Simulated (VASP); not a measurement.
# KZrN (P-6m2) in VASP: further runs

Runs on KZrN. Level: PBE. Tasks: single point, relaxation of cell and atoms.

All numbers are computed with VASP 6.6.1; they aren't measurements. Logs are shortened: lines on timing, memory, paths and dates and some standing lists are left out, and cuts for length are marked.

### Step 1. The cell of the first run

Symmetry: P-6m2, No. 187, hexagonal system. Conventional cell: a = 4.263 Å, b = 4.263 Å, c = 4.537 Å, α = 90.00°, β = 90.00°, γ = 120.00°. K (site symmetry -6m2) has 6 Zr at 3.35 Å and 6 N at 3.35 Å and 6 K at 4.26 Å within 4.4 Å. Within 3.2 Å of Zr (site symmetry -6m2) lie 3 N at 2.46 Å. Within 3.2 Å of N (site symmetry -6m2) lie 3 Zr at 2.46 Å.

### Step 2. Single point, PBE

File INCAR:

```
SYSTEM = KZrN
PREC = Accurate
ENCUT = 520
EDIFF = 1E-6
ISMEAR = 0
SIGMA = 0.1
LREAL = .False.
LASPH = .True.
NELM = 100
ALGO = Normal
ISIF = 2
LWAVE = .False.
LCHARG = .False.
GGA = PE
NBANDS = 20
```

File KPOINTS:

```
regular mesh
0
Gamma
  6 6 4
  0 0 0
```

File POSCAR:

```
KZrN
1.0
    4.2629175000      0.0000000000      0.0000000000
   -2.1314587500      3.6917948400      0.0000000000
    0.0000000000      0.0000000000      4.5373645200
K Zr N
1 1 1
Direct
    0.0000000000      0.0000000000      0.0000000000
    0.6666666700      0.3333333300      0.5000000000
    0.3333333300      0.6666666700      0.5000000000
```

Potentials or basis: VASP PAW PBE potentials, release 64 (K_sv, Zr_sv, N).

Run with:

```console
> cat potpaw_PBE.64/K_sv/POTCAR potpaw_PBE.64/Zr_sv/POTCAR potpaw_PBE.64/N/POTCAR > POTCAR
> mpirun -np 1 vasp_std > vasp.out
```

OUTCAR:

```text
SYSTEM = KZrN
   PREC = Accurate
   ENCUT = 520
   EDIFF = 1E-6
   ISMEAR = 0
   LREAL = .False.
   LASPH = .True.
   NELM = 100
   ISIF = 2
   GGA = PE

 ion  position               nearest neighbor table
   1  0.000  0.000  0.000-   2 3.35   2 3.35   2 3.35   2 3.35   2 3.35   2 3.35
   2  0.667  0.333  0.500-   3 2.46   3 2.46   3 2.46   1 3.35   1 3.35   1 3.35   1 3.35   1 3.35
                             1 3.35
   3  0.333  0.667  0.500-   2 2.46   2 2.46   2 2.46

  LATTYP: Found a hexagonal cell.
 ALAT       =     4.2629175000
 C/A-ratio  =     1.0643800918

  Lattice vectors:

 A1 = (   4.2629175000,   0.0000000000,   0.0000000000)
 A2 = (  -2.1314587500,   3.6917948400,   0.0000000000)
 A3 = (   0.0000000000,   0.0000000000,   4.5373645200)

Analysis of symmetry for initial positions (statically):
=====================================================================
 Subroutine PRICEL returns:
 Original cell was already a primitive cell.

 Routine SETGRP: Setting up the symmetry group for a
 hexagonal supercell.

 Subroutine GETGRP returns: Found 12 space group operations
 (whereof 12 operations were pure point group operations)
 out of a pool of 24 trial point group operations.

The static configuration has the point symmetry D_3h.

Analysis of symmetry for dynamics (positions and initial velocities):
=====================================================================
 Subroutine PRICEL returns:
 Original cell was already a primitive cell.

 Routine SETGRP: Setting up the symmetry group for a
 hexagonal supercell.

 Subroutine GETGRP returns: Found 12 space group operations
 (whereof 12 operations were pure point group operations)
 out of a pool of 24 trial point group operations.

The dynamic configuration has the point symmetry D_3h.

 Subroutine INISYM returns: Found 12 space group operations
 (whereof 12 operations are pure point group operations),
 and found     1 'primitive' translations

----------------------------------------------------------------------------------------

                                     Primitive cell

  volume of cell :      71.4082

  direct lattice vectors                    reciprocal lattice vectors
     4.262917500  0.000000000  0.000000000     0.234581129  0.135435478  0.000000000
    -2.131458750  3.691794840  0.000000000     0.000000000  0.270870957  0.000000000
     0.000000000  0.000000000  4.537364520     0.000000000  0.000000000  0.220392255

  length of vectors
     4.262917500  4.262917492  4.537364520     0.270870956  0.270870957  0.220392255

  position of ions in fractional coordinates (direct lattice)
     0.000000000  0.000000000  0.000000000
     0.666666670  0.333333330  0.500000000
     0.333333330  0.666666670  0.500000000

  ion indices of the primitive-cell ions
   primitive index   ion index
                 1           1
                 2           2
                 3           3

----------------------------------------------------------------------------------------

 KPOINTS: regular mesh

Automatic generation of k-mesh.
 Grid dimensions read from file:
 generate k-points for:    6    6    4

 Generating k-lattice:

  Cartesian coordinates                     Fractional coordinates (reciprocal lattice)
     0.039096855  0.022572580  0.000000000     0.166666667  0.000000000  0.000000000
     0.000000000  0.045145159  0.000000000     0.000000000  0.166666667  0.000000000
     0.000000000  0.000000000  0.055098064     0.000000000  0.000000000  0.250000000

  Length of vectors
     0.045145159  0.045145159  0.055098064

  Shift w.r.t. Gamma in fractional coordinates (k-lattice)
     0.000000000  0.000000000  0.000000000

 Subroutine IBZKPT returns following result:
 ===========================================

 Found     21 irreducible k-points:

 Following reciprocal coordinates:
            Coordinates               Weight
  0.000000  0.000000  0.000000      1.000000
  0.166667  0.000000  0.000000      6.000000
  0.333333  0.000000  0.000000      6.000000
  0.500000  0.000000  0.000000      3.000000
  0.166667  0.166667  0.000000      6.000000
  0.333333  0.166667  0.000000     12.000000
[... 13 lines left out ...]
  0.333333  0.166667  0.500000     12.000000
  0.333333  0.333333  0.500000      2.000000
   k-points           NKPTS =     21   k-points in BZ     NKDIM =     21   number of bands    NBANDS=     20
   number of dos      NEDOS =    301   number of ions     NIONS =      3
   total plane-waves  NPLWV =  36864
   dimension x,y,z NGX =    32 NGY =   32 NGZ =   36
   dimension x,y,z NGXF=    64 NGYF=   64 NGZF=   72
   ions per type =               1   1   1
   NGX,Y,Z   is equivalent  to a cutoff of  12.48, 12.48, 13.19 a.u.
   NGXF,Y,Z  is equivalent  to a cutoff of  24.96, 24.96, 26.38 a.u.
 SYSTEM =  KZrN
   PREC   = accura    normal or accurate (medium, high low for compatibility)
   ISTART =      0    job   : 0-new  1-cont  2-samecut
   ICHARG =      2    charge: 1-file 2-atom 10-const
   ISPIN  =      1    spin polarized calculation?
   LNONCOLLINEAR =      F non collinear calculations
   LSORBIT =      F    spin-orbit coupling
   LASPH  =      T    aspherical Exc in radial PAW
   ENCUT  =  520.0 eV  38.22 Ry    6.18 a.u.   7.93  7.93  8.44*2*pi/ulx,y,z
   NELM   =    100;   NELMIN=  2; NELMDL= -5     # of ELM steps
   EDIFF  = 0.1E-05   stopping-criterion for ELM
   LREAL  =      F    real-space projection
   EDIFFG = 0.1E-04   stopping-criterion for IOM
   NSW    =      0    number of steps for IOM
   IBRION =     -1    ionic relax: 0-MD 1-quasi-New 2-CG
   NFREE  =      0    steps in history (QN), initial steepest desc. (CG)
   ISIF   =      2    stress and relaxation
   ISYM   =      2    0-nonsym 1-usesym 2-fastsym
   POTIM  = 0.5000    time-step for ionic-motion
   TEBEG  =    0.0;   TEEND  =   0.0 temperature during run
   PSTRESS=    0.0 pullay stress
   NELECT =      26.0000    total number of electrons
   NUPDOWN=      -1.0000    fix difference up-down
   EMIN   =  10.00;   EMAX   =-10.00  energy-range for DOS
   EFERMI =   0.00;   METHOD = LEGACY
   ISMEAR =     0;   SIGMA  =   0.10  broadening in eV -4-tet -1-fermi 0-gaus
   EFERMI_NEDOS =   21; number of points for ismear=-14 and -15
   IALGO  =     38    algorithm
   IMIX   =      4    mixing-type and parameters
     AMIX     =   0.40;   BMIX     =  1.00
     AMIX_MAG =   1.60;   BMIX_MAG =  1.00
  volume/ion in A,a.u.               =      23.80       160.63
  Fermi-wavevector in a.u.,A,eV,Ry     =   1.169006  2.209100 18.593367  1.366574
  Thomas-Fermi vector in A             =   2.305484
   LORBIT       =      0    0 simple, 1 ext, 2 COOP (PROOUT), +10 PAW based schemes
   GGA     = PE    functional components
   LHFCALC =     F    Hartree Fock is set to
   AEXX    =    0.0000 exact exchange contribution
   IVDW    =     0    specifies the selected vdW correction
   LEPSILON=     F    determine dielectric tensor
   LRPA    =     F    only Hartree local field effects (RPA)
 non-spin polarized calculation
 Gauss-broadening in eV      SIGMA  =   0.10
  energy-cutoff  :      520.00
  volume of cell :       71.41
 maximum number of plane-waves:      1956
 NGX is ok and might be reduce to    32
   NGX = 15   NGY = 15   NGZ = 17

 number of electron      26.0000001 magnetization

 Free energy of the ion-electron system (eV)
  ---------------------------------------------------
  ext. energy  EPLUGINS =         0.00000000
  ---------------------------------------------------
  free energy    TOTEN  =       -16.80920380 eV

  energy without entropy =      -16.79377879  energy(sigma->0) =      -16.80149129

 E-fermi :   4.1781     XC(G=0):  -9.1140

 val. band max:        4.1436503833   @ k =   0.3333   0.1667   0.5000
 cond. band min:       4.2154605354   @ k =   0.3333   0.1667   0.2500
 fundamental gap:      0.0718101521
 Fermi energy:         4.1781471105

 k-point     1 :       0.0000    0.0000    0.0000
  band No.  band energies     occupation
      1     -46.1492      2.00000
      2     -26.9454      2.00000
      3     -24.1204      2.00000
      4     -24.1204      2.00000
      5     -24.0898      2.00000
      6     -10.6021      2.00000
[... 12 lines left out ...]
     19       9.1250      0.00000
     20       9.3910      0.00000

 k-point     2 :       0.1667    0.0000    0.0000
  band No.  band energies     occupation
      1     -46.1487      2.00000
      2     -26.9437      2.00000
      3     -24.1332      2.00000
      4     -24.1236      2.00000
      5     -24.0884      2.00000
      6     -10.6012      2.00000
[... 12 lines left out ...]
     19       8.3693      0.00000
     20       9.6805      0.00000

 k-point     3 :       0.3333    0.0000    0.0000
  band No.  band energies     occupation
      1     -46.1475      2.00000
      2     -26.9405      2.00000
      3     -24.1586      2.00000
      4     -24.1300      2.00000
      5     -24.0855      2.00000
      6     -10.5993      2.00000
[... 12 lines left out ...]
     19       8.0953      0.00000
     20       9.5335      0.00000

 k-point     4 :       0.5000    0.0000    0.0000
  band No.  band energies     occupation
      1     -46.1470      2.00000
      2     -26.9388      2.00000
      3     -24.1712      2.00000
      4     -24.1332      2.00000
      5     -24.0841      2.00000
      6     -10.6036      2.00000
[... 12 lines left out ...]
     19       8.9491      0.00000
     20       9.0141      0.00000

 k-point     5 :       0.1667    0.1667    0.0000
  band No.  band energies     occupation
      1     -46.1478      2.00000
      2     -26.9413      2.00000
      3     -24.1507      2.00000
      4     -24.1299      2.00000
      5     -24.0862      2.00000
      6     -10.5998      2.00000
[... 12 lines left out ...]
     19       8.0917      0.00000
     20       9.7291      0.00000
[... 284 lines left out ...]
      6     -10.6640      2.00000
[... 12 lines left out ...]
     19       8.2131      0.00000
     20       9.7195      0.00000

 k-point    19 :       0.1667    0.1667    0.5000
  band No.  band energies     occupation
      1     -46.1475      2.00000
      2     -26.9393      2.00000
      3     -24.1535      2.00000
      4     -24.1297      2.00000
      5     -24.0922      2.00000
      6     -10.7231      2.00000
[... 12 lines left out ...]
     19       6.9613      0.00000
     20       9.5810      0.00000

 k-point    20 :       0.3333    0.1667    0.5000
  band No.  band energies     occupation
      1     -46.1467      2.00000
      2     -26.9328      2.00000
      3     -24.1709      2.00000
      4     -24.1387      2.00000
      5     -24.0948      2.00000
      6     -10.6672      2.00000
[... 12 lines left out ...]
     19       8.1651      0.00000
     20       9.7136      0.00000

 k-point    21 :       0.3333    0.3333    0.5000
  band No.  band energies     occupation
      1     -46.1464      2.00000
      2     -26.9307      2.00000
      3     -24.1672      2.00000
      4     -24.1514      2.00000
      5     -24.0956      2.00000
      6     -10.6536      2.00000
[... 12 lines left out ...]
     19       8.9528      0.00000
     20       9.2885      0.00000

------------------------ aborting loop because EDIFF is reached ----------------------------------------

  FORCE on cell =-STRESS in cart. coord.  units (eV):
  Direction    XX          YY          ZZ          XY          YZ          ZX
  --------------------------------------------------------------------------------------
  -------------------------------------------------------------------------------------
  Total       -8.5858756     -8.5858756      2.3121299      0.0000000     -0.0000000      0.0000000
  in kB     -192.6402433   -192.6402423     51.8769766      0.0000000     -0.0000000      0.0000000
  external PRESSURE =    -111.1345030 kB  Pullay stress =       0.0000000 kB

 VOLUME and BASIS-vectors are now :
 -----------------------------------------------------------------------------
  energy-cutoff  :      520.00
  volume of cell :       71.41
      direct lattice vectors                 reciprocal lattice vectors
     4.262917500  0.000000000  0.000000000     0.234581129  0.135435478  0.000000000
    -2.131458750  3.691794840  0.000000000     0.000000000  0.270870957  0.000000000
     0.000000000  0.000000000  4.537364520     0.000000000  0.000000000  0.220392255

 POSITION                                       TOTAL-FORCE (eV/Angst)
 -----------------------------------------------------------------------------------
      0.00000      0.00000      0.00000         0.000000     -0.000000      0.000000
      2.13146      1.23060      2.26868        -0.000000     -0.000000      0.000000
     -0.00000      2.46120      2.26868         0.000000      0.000000      0.000000
 -----------------------------------------------------------------------------------
    total drift:                               -0.000025      0.000014     -0.000000

  FREE ENERGIE OF THE ION-ELECTRON SYSTEM (eV)
  ---------------------------------------------------
  free  energy   TOTEN  =       -16.8092037985 eV

  energy  without entropy=      -16.7937787881  energy(sigma->0) =      -16.80149129
```

It took 29 s on 1 thread of AMD EPYC 7R13 (Zen 3), shared host; peak memory 0.17 GiB.

Results:

```
Free energy            : -16.8092 eV
Pressure               : -11.1 GPa
Band gap on the k mesh : zero (band 13 reaches 4.58 eV, above the bottom of band 14 at 3.58 eV)
```

Levels at points of the mesh, in eV from the Fermi level:
```csv
k point,band 10,band 11,band 12,band 13,band 14,band 15,band 16,band 17
"(0.00, 0.00, 0.00)",-3.65,-3.65,-2.09,-1.85,0.19,0.69,0.69,3.41
"(0.50, 0.00, 0.00)",-3.96,-2.67,-2.52,-1.05,0.13,0.31,1.65,1.78
"(0.00, 0.00, 0.50)",-3.70,-3.70,-2.99,0.29,0.29,0.96,1.24,1.65
"(0.50, 0.00, 0.50)",-3.65,-2.96,-2.68,0.40,0.56,0.78,0.92,1.48
```

### Step 3. Single point, PBE

This run uses another cell than the first one, of 25.74 Å³/atom, 1.082 times its volume.

File INCAR:

```
ALGO = Normal
EDIFF = 1E-6
ENCUT = 520
GGA = PE
ISIF = 2
ISMEAR = 0
LASPH = T
LCHARG = F
LREAL = F
LWAVE = F
NBANDS = 20
NELM = 80
PREC = Accurate
SIGMA = 0.1
```

File KPOINTS:

```
k-points
0
Gamma
  6 6 4
```

File POSCAR:

```
KZrN
1.0
    3.6385229547      0.0000000000      0.0000000000
   -1.8192614773      3.1510533110      0.0000000000
    0.0000000000      0.0000000000      6.7363457646
K Zr N
1 1 1
Direct
    0.0000000000      0.0000000000      0.0000000000
    0.6666666667      0.3333333333      0.5000000000
    0.3333333333      0.6666666667      0.5000000000
```

Potentials or basis: VASP PAW PBE potentials, release 64 (K_sv, Zr_sv, N).

Run with:

```console
> cat potpaw_PBE.64/K_sv/POTCAR potpaw_PBE.64/Zr_sv/POTCAR potpaw_PBE.64/N/POTCAR > POTCAR
> mpirun -np 1 vasp_std > vasp.out
```

Wall time 30 s (1 thread of AMD EPYC 7R13 (Zen 3), shared host); peak memory 0.18 GiB.

It converged, with:

```
Free energy            : -19.3627 eV
Pressure               : 0.1 GPa
Band gap on the k mesh : zero (band 13 reaches 3.86 eV, above the bottom of band 14 at 3.48 eV)
```

Levels at points of the mesh, in eV from the Fermi level:
```tsv
k point	band 9	band 10	band 11	band 12	band 13	band 14	band 15	band 16	band 17	band 18
(0.00, 0.00, 0.00)	-14.41	-4.75	-4.75	-3.15	-2.46	1.73	2.15	2.15	2.69	2.72
(0.50, 0.00, 0.00)	-13.48	-4.32	-3.81	-2.73	-0.14	1.27	1.49	1.73	2.07	2.94
(0.00, 0.00, 0.50)	-14.38	-4.76	-4.76	-3.57	-1.03	-0.38	2.13	2.13	2.74	3.81
(0.50, 0.00, 0.50)	-13.49	-4.29	-3.83	-2.74	0.01	0.99	1.33	1.57	2.52	3.07
```

### Step 4. Relaxation of cell and atoms, PBE

File INCAR:

```
PREC = Accurate ; ENCUT = 600
EDIFF = 1E-6 ; ISMEAR = 0
SIGMA = 0.1 ; LREAL = F
LASPH = T ; NELM = 100
ALGO = Normal ; ISIF = 3
LWAVE = F ; LCHARG = F
GGA = PE ; IBRION = 2
NSW = 90 ; EDIFFG = -0.04
```

File KPOINTS:

```
regular mesh
0
Gamma
  6 6 4
```

File POSCAR:

```
KZrN
1.0
    4.2629175000      0.0000000000      0.0000000000
   -2.1314587500      3.6917948400      0.0000000000
    0.0000000000      0.0000000000      4.5373645200
K Zr N
1 1 1
Direct
    0.0000000000      0.0000000000      0.0000000000
    0.6666666700      0.3333333300      0.5000000000
    0.3333333300      0.6666666700      0.5000000000
```

Run with:

```console
> cat potpaw_PBE.64/K_sv/POTCAR potpaw_PBE.64/Zr_sv/POTCAR potpaw_PBE.64/N/POTCAR > POTCAR
> mpirun -np 1 vasp_std > vasp.out
```

Run time: 3.4 min. Hardware: 1 thread of AMD EPYC 7R13 (Zen 3), shared host; peak memory 0.21 GiB.

It converged, with:

```
Free energy                            : -19.2779 eV
Relaxed volume                         : 24.53 Å³/atom
Relaxed cell                           : a = 3.650 Å, b = 3.650 Å, c = 6.377 Å, α = 90.00°, β = 90.00°, γ = 120.00°
Space group after relaxing (to 0.05 Å) : P-6m2 (No. 187)
Energy gained by relaxing              : 822.5 meV/atom
Ionic steps                            : 8
Pressure after relaxing                : -0.1 GPa
Band gap on the k mesh                 : zero (band 13 reaches 4.15 eV, above the bottom of band 14 at 4.03 eV)
```

Stress tensor (GPa, compression positive):
```
-0.23  0.00  0.00
 0.00 -0.23  0.00
 0.00  0.00  0.06
```

Step by step:
| step | energy change (eV) | largest force (eV/Å) | pressure (GPa) | volume (Å³) |
| --- | --- | --- | --- | --- |
| 1 | 0.0000 | 0.0000 | -11.14 | 71.41 |
| 2 | -1.2964 | 0.0000 | 11.28 | 54.99 |
| 3 | -1.3369 | 0.0000 | 6.51 | 56.80 |
| 4 | -1.7882 | 0.0000 | 6.21 | 60.14 |
| 5 | -2.2713 | 0.0000 | 8.45 | 68.46 |
| 6 | -2.3318 | 0.0000 | 7.46 | 66.72 |
| 7 | -2.3175 | 0.0000 | -5.79 | 81.67 |
| 8 | -2.4674 | 0.0000 | -0.13 | 73.58 |

Final structure:
```
K Zr N
1.0
     3.65002    0.00000    0.00000
    -1.82501    3.16101    0.00000
     0.00000    0.00000    6.37714
K Zr N
1 1 1
Direct
  0.00000 0.00000 0.00000
  0.66667 0.33333 0.50000
  0.33333 0.66667 0.50000
```

Levels at points of the mesh, in eV from the Fermi level:
| k point | band 10 | band 11 | band 12 | band 13 | band 14 | band 15 | band 16 | band 17 |
| --- | --- | --- | --- | --- | --- | --- | --- | --- |
| (0.00, 0.00, 0.00) | -4.79 | -4.79 | -3.15 | -2.48 | 1.98 | 2.08 | 2.08 | 2.70 |
| (0.50, 0.00, 0.00) | -4.40 | -3.86 | -2.81 | -0.24 | 1.19 | 1.39 | 1.79 | 2.17 |
| (0.00, 0.00, 0.50) | -4.80 | -4.80 | -3.66 | -0.86 | -0.15 | 2.05 | 2.05 | 2.64 |
| (0.50, 0.00, 0.50) | -4.35 | -3.90 | -2.81 | -0.04 | 0.97 | 1.28 | 1.51 | 2.53 |

### Step 5. The runs side by side

| task | cell | cutoff (eV) | gap on the mesh (eV) | pressure (GPa) |
| --- | --- | --- | --- | --- |
| single point | a = 4.263, b = 4.263, c = 4.537 Å, angles 90.0, 90.0, 120.0°, 3 atoms | 520 | none | -11.1 |
| single point | a = 3.639, b = 3.639, c = 6.736 Å, angles 90.0, 90.0, 120.0°, 3 atoms | 520 | none | 0.1 |
| relaxation of cell and atoms | relaxed from a = 4.263, b = 4.263, c = 4.537 Å, angles 90.0, 90.0, 120.0°, 3 atoms | 600 | none | -0.1 |

Alike in all rows: level PBE; potentials or basis VASP PAW PBE potentials, release 64 (K_sv, Zr_sv, N); no spin polarisation; k mesh 6 × 6 × 4; smearing gaussian 0.1 eV.

Absolute energies hang on the potentials; compare differences alone.
